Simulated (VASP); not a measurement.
# CuRe2 (P6/mmm) in VASP: single point with PBE

Aim: the single point of CuRe2 with PBE.

Program: VASP 6.6.1. These are calculated values, not measurements. Logs are shortened: lines on timing, memory, paths and dates and some standing lists are left out, and cuts for length are marked.

### 1 The cell of the first run

It takes space group P6/mmm (No. 191, hexagonal). Conventional cell: a = 3.980 Å, b = 3.980 Å, c = 2.800 Å, α = 90.00°, β = 90.00°, γ = 120.00°. Within 3.5 Å of Cu (site symmetry 6/mmm) lie 12 Re at 2.69 Å and 2 Cu at 2.80 Å. Within 3.0 Å of Re (site symmetry -6m2) lie 5 Re at 2.30 to 2.80 Å and 6 Cu at 2.69 Å.

### 2 Single point, PBE

INCAR reads:

```
SYSTEM = CuRe2
PREC = Accurate
ENCUT = 600
EDIFF = 1E-6
ISMEAR = 0
SIGMA = 0.1
LREAL = .FALSE.
LASPH = .TRUE.
NELM = 120
ALGO = Normal
ISIF = 2
LWAVE = .FALSE.
LCHARG = .FALSE.
GGA = PE
NBANDS = 20
GGA_COMPAT = .FALSE.
```

KPOINTS reads:

```
Automatic mesh
0
G
  6 6 6
  0 0 0
```

POSCAR reads:

```
CuRe2
1.0
    3.9802724129      0.0000000000      0.0000000000
   -1.9901362065      3.4470170236      0.0000000000
    0.0000000000      0.0000000000      2.7995811229
Cu Re
1 2
Direct
    0.0000000000      0.0000000000      0.0000000000
    0.3333333333      0.6666666667      0.5000000000
    0.6666666667      0.3333333333      0.5000000000
```

Potentials or basis: VASP PAW PBE potentials, release 64 (Cu, Re).

Run with:

```
> cat potpaw_PBE.64/Cu/POTCAR potpaw_PBE.64/Re/POTCAR > POTCAR
> mpirun -np 1 vasp_std > vasp.out
```

OUTCAR:

```text
SYSTEM = CuRe2
   PREC = Accurate
   ENCUT = 600
   EDIFF = 1E-6
   ISMEAR = 0
   LREAL = .FALSE.
   LASPH = .TRUE.
   NELM = 120
   ISIF = 2
   GGA = PE

 ion  position               nearest neighbor table
   1  0.000  0.000  0.000-   2 2.69   3 2.69   2 2.69   3 2.69   3 2.69   3 2.69   2 2.69   2 2.69
                             3 2.69   3 2.69   2 2.69   2 2.69
   2  0.333  0.667  0.500-   3 2.30   3 2.30   3 2.30   1 2.69   1 2.69   1 2.69   1 2.69   1 2.69
                             1 2.69
   3  0.667  0.333  0.500-   2 2.30   2 2.30   2 2.30   1 2.69   1 2.69   1 2.69   1 2.69   1 2.69
                             1 2.69

  LATTYP: Found a hexagonal cell.
 ALAT       =     3.9802724129
 C/A-ratio  =     0.7033642004

  Lattice vectors:

 A1 = (   3.9802724129,   0.0000000000,   0.0000000000)
 A2 = (  -1.9901362065,   3.4470170236,   0.0000000000)
 A3 = (   0.0000000000,   0.0000000000,   2.7995811229)

Analysis of symmetry for initial positions (statically):
=====================================================================
 Subroutine PRICEL returns:
 Original cell was already a primitive cell.

 Routine SETGRP: Setting up the symmetry group for a
 hexagonal supercell.

 Subroutine GETGRP returns: Found 24 space group operations
 (whereof 24 operations were pure point group operations)
 out of a pool of 24 trial point group operations.

The static configuration has the point symmetry D_6h.

Analysis of symmetry for dynamics (positions and initial velocities):
=====================================================================
 Subroutine PRICEL returns:
 Original cell was already a primitive cell.

 Routine SETGRP: Setting up the symmetry group for a
 hexagonal supercell.

 Subroutine GETGRP returns: Found 24 space group operations
 (whereof 24 operations were pure point group operations)
 out of a pool of 24 trial point group operations.

The dynamic configuration has the point symmetry D_6h.

 Subroutine INISYM returns: Found 24 space group operations
 (whereof 24 operations are pure point group operations),
 and found     1 'primitive' translations

----------------------------------------------------------------------------------------

                                     Primitive cell

  volume of cell :      38.4104

  direct lattice vectors                    reciprocal lattice vectors
     3.980272413  0.000000000  0.000000000     0.251239085  0.145052953  0.000000000
    -1.990136206  3.447017024  0.000000000     0.000000000  0.290105907  0.000000000
     0.000000000  0.000000000  2.799581123     0.000000000  0.000000000  0.357196293

  length of vectors
     3.980272413  3.980272413  2.799581123     0.290105907  0.290105907  0.357196293

  position of ions in fractional coordinates (direct lattice)
     0.000000000  0.000000000  0.000000000
     0.333333333  0.666666667  0.500000000
     0.666666667  0.333333333  0.500000000

  ion indices of the primitive-cell ions
   primitive index   ion index
                 1           1
                 2           2
                 3           3

----------------------------------------------------------------------------------------

 KPOINTS: Automatic mesh

Automatic generation of k-mesh.
 Grid dimensions read from file:
 generate k-points for:    6    6    6

 Generating k-lattice:

  Cartesian coordinates                     Fractional coordinates (reciprocal lattice)
     0.041873181  0.024175492  0.000000000     0.166666667 -0.000000000  0.000000000
     0.000000000  0.048350984  0.000000000     0.000000000  0.166666667  0.000000000
     0.000000000  0.000000000  0.059532716     0.000000000  0.000000000  0.166666667

  Length of vectors
     0.048350984  0.048350984  0.059532716

  Shift w.r.t. Gamma in fractional coordinates (k-lattice)
     0.000000000  0.000000000  0.000000000

 Subroutine IBZKPT returns following result:
 ===========================================

 Found     28 irreducible k-points:

 Following reciprocal coordinates:
            Coordinates               Weight
  0.000000  0.000000  0.000000      1.000000
  0.166667  0.000000  0.000000      6.000000
  0.333333  0.000000  0.000000      6.000000
  0.500000  0.000000  0.000000      3.000000
  0.166667  0.166667  0.000000      6.000000
  0.333333  0.166667  0.000000     12.000000
[... 16 lines left out ...]
  0.166667  0.000000  0.500000      6.000000
  0.333333  0.000000  0.500000      6.000000
 [... further k-points ...]
   k-points           NKPTS =     28   k-points in BZ     NKDIM =     28   number of bands    NBANDS=     20
   number of dos      NEDOS =    301   number of ions     NIONS =      3
   total plane-waves  NPLWV =  24576
   dimension x,y,z NGX =    32 NGY =   32 NGZ =   24
   dimension x,y,z NGXF=    64 NGYF=   64 NGZF=   48
   ions per type =               1   2
   NGX,Y,Z   is equivalent  to a cutoff of  13.37, 13.37, 14.25 a.u.
   NGXF,Y,Z  is equivalent  to a cutoff of  26.73, 26.73, 28.50 a.u.
 SYSTEM =  CuRe2
   PREC   = accura    normal or accurate (medium, high low for compatibility)
   ISTART =      0    job   : 0-new  1-cont  2-samecut
   ICHARG =      2    charge: 1-file 2-atom 10-const
   ISPIN  =      1    spin polarized calculation?
   LNONCOLLINEAR =      F non collinear calculations
   LSORBIT =      F    spin-orbit coupling
   LASPH  =      T    aspherical Exc in radial PAW
   ENCUT  =  600.0 eV  44.10 Ry    6.64 a.u.   7.95  7.95  5.59*2*pi/ulx,y,z
   NELM   =    120;   NELMIN=  2; NELMDL= -5     # of ELM steps
   EDIFF  = 0.1E-05   stopping-criterion for ELM
   LREAL  =      F    real-space projection
   EDIFFG = 0.1E-04   stopping-criterion for IOM
   NSW    =      0    number of steps for IOM
   IBRION =     -1    ionic relax: 0-MD 1-quasi-New 2-CG
   NFREE  =      0    steps in history (QN), initial steepest desc. (CG)
   ISIF   =      2    stress and relaxation
   ISYM   =      2    0-nonsym 1-usesym 2-fastsym
   POTIM  = 0.5000    time-step for ionic-motion
   TEBEG  =    0.0;   TEEND  =   0.0 temperature during run
   PSTRESS=    0.0 pullay stress
   NELECT =      25.0000    total number of electrons
   NUPDOWN=      -1.0000    fix difference up-down
   EMIN   =  10.00;   EMAX   =-10.00  energy-range for DOS
   EFERMI =   0.00;   METHOD = LEGACY
   ISMEAR =     0;   SIGMA  =   0.10  broadening in eV -4-tet -1-fermi 0-gaus
   EFERMI_NEDOS =   21; number of points for ismear=-14 and -15
   IALGO  =     38    algorithm
   IMIX   =      4    mixing-type and parameters
     AMIX     =   0.40;   BMIX     =  1.00
     AMIX_MAG =   1.60;   BMIX_MAG =  1.00
  volume/ion in A,a.u.               =      12.80        86.40
  Fermi-wavevector in a.u.,A,eV,Ry     =   1.418747  2.681044 27.386407  2.012844
  Thomas-Fermi vector in A             =   2.539840
   LORBIT       =      0    0 simple, 1 ext, 2 COOP (PROOUT), +10 PAW based schemes
   GGA     = PE    functional components
   LHFCALC =     F    Hartree Fock is set to
   AEXX    =    0.0000 exact exchange contribution
   IVDW    =     0    specifies the selected vdW correction
   LEPSILON=     F    determine dielectric tensor
   LRPA    =     F    only Hartree local field effects (RPA)
 non-spin polarized calculation
 Gauss-broadening in eV      SIGMA  =   0.10
  energy-cutoff  :      600.00
  volume of cell :       38.41
 maximum number of plane-waves:      1299
 NGX is ok and might be reduce to    32
   NGX = 15   NGY = 15   NGZ = 11

 number of electron      25.0000003 magnetization

 Free energy of the ion-electron system (eV)
  ---------------------------------------------------
  ext. energy  EPLUGINS =         0.00000000
  ---------------------------------------------------
  free energy    TOTEN  =       -25.62859005 eV

  energy without entropy =      -25.60412417  energy(sigma->0) =      -25.61635711

 E-fermi :   9.1422     XC(G=0): -13.7736

 val. band max:        9.1143824626   @ k =   0.3333   0.1667   0.0000
 cond. band min:       9.1452896421   @ k =   0.1667   0.0000   0.5000
 fundamental gap:      0.0309071795
 Fermi energy:         9.1421984977

 k-point     1 :       0.0000    0.0000    0.0000
  band No.  band energies     occupation
      1      -1.4074      2.00000
      2       2.7611      2.00000
      3       5.1614      2.00000
      4       5.1614      2.00000
      5       5.5448      2.00000
      6       5.5448      2.00000
[... 12 lines left out ...]
     19      17.2054      0.00000
     20      19.2927      0.00000

 k-point     2 :       0.1667    0.0000    0.0000
  band No.  band energies     occupation
      1      -0.9056      2.00000
      2       3.0098      2.00000
      3       4.1033      2.00000
      4       4.8476      2.00000
      5       4.9378      2.00000
      6       5.4770      2.00000
[... 12 lines left out ...]
     19      17.3611      0.00000
     20      20.5105      0.00000

 k-point     3 :       0.3333    0.0000    0.0000
  band No.  band energies     occupation
      1       0.4188      2.00000
      2       2.4713      2.00000
      3       3.7972      2.00000
      4       4.1439      2.00000
      5       4.5876      2.00000
      6       5.2161      2.00000
[... 12 lines left out ...]
     19      19.6397      0.00000
     20      22.1131      0.00000

 k-point     4 :       0.5000    0.0000    0.0000
  band No.  band energies     occupation
      1       1.6104      2.00000
      2       2.0159      2.00000
      3       2.8301      2.00000
      4       4.5300      2.00000
      5       5.0550      2.00000
      6       5.1022      2.00000
[... 429 lines left out ...]
 k-point    23 :       0.1667    0.0000    0.5000
  band No.  band energies     occupation
      1       2.3584      2.00000
      2       2.8321      2.00000
      3       2.9027      2.00000
      4       4.0217      2.00000
      5       4.1142      2.00000
      6       4.1607      2.00000
[... 12 lines left out ...]
     19      18.8444      0.00000
     20      19.6964      0.00000

 k-point    24 :       0.3333    0.0000    0.5000
  band No.  band energies     occupation
      1       2.5470      2.00000
      2       2.8772      2.00000
      3       2.9772      2.00000
      4       3.9857      2.00000
      5       4.1457      2.00000
      6       4.5757      2.00000
[... 12 lines left out ...]
     19      17.4073      0.00000
     20      17.5468      0.00000

 [... further k-points ...]

------------------------ aborting loop because EDIFF is reached ----------------------------------------

  FORCE on cell =-STRESS in cart. coord.  units (eV):
  Direction    XX          YY          ZZ          XY          YZ          ZX
  --------------------------------------------------------------------------------------
  -------------------------------------------------------------------------------------
  Total       19.3385478     19.3385478      5.0729725     -0.0000000      0.0000000     -0.0000000
  in kB      806.6500407    806.6500407    211.6039709     -0.0000000      0.0000000     -0.0000000
  external PRESSURE =     608.3013508 kB  Pullay stress =       0.0000000 kB

 VOLUME and BASIS-vectors are now :
 -----------------------------------------------------------------------------
  energy-cutoff  :      600.00
  volume of cell :       38.41
      direct lattice vectors                 reciprocal lattice vectors
     3.980272413  0.000000000  0.000000000     0.251239085  0.145052953  0.000000000
    -1.990136206  3.447017024  0.000000000     0.000000000  0.290105907  0.000000000
     0.000000000  0.000000000  2.799581123     0.000000000  0.000000000  0.357196293

 POSITION                                       TOTAL-FORCE (eV/Angst)
 -----------------------------------------------------------------------------------
      0.00000      0.00000      0.00000         0.000000      0.000000     -0.000000
     -0.00000      2.29801      1.39979        -0.000000      0.000000     -0.000000
      1.99014      1.14901      1.39979         0.000000     -0.000000      0.000000
 -----------------------------------------------------------------------------------
    total drift:                                0.000000     -0.000000      0.000000

  FREE ENERGIE OF THE ION-ELECTRON SYSTEM (eV)
  ---------------------------------------------------
  free  energy   TOTEN  =       -25.6285900517 eV

  energy  without entropy=      -25.6041241680  energy(sigma->0) =      -25.61635711
```

Run time: 60 s. Hardware: 1 thread of Intel Xeon 8259CL, shared host; peak memory 0.18 GiB.

What came out:

```
Free energy : -25.6286 eV
Pressure    : 60.8 GPa
```

Caveat: the k points lie up to 0.37 Å⁻¹ apart; spin-orbit coupling is left out, which moves the levels of the heavy elements.
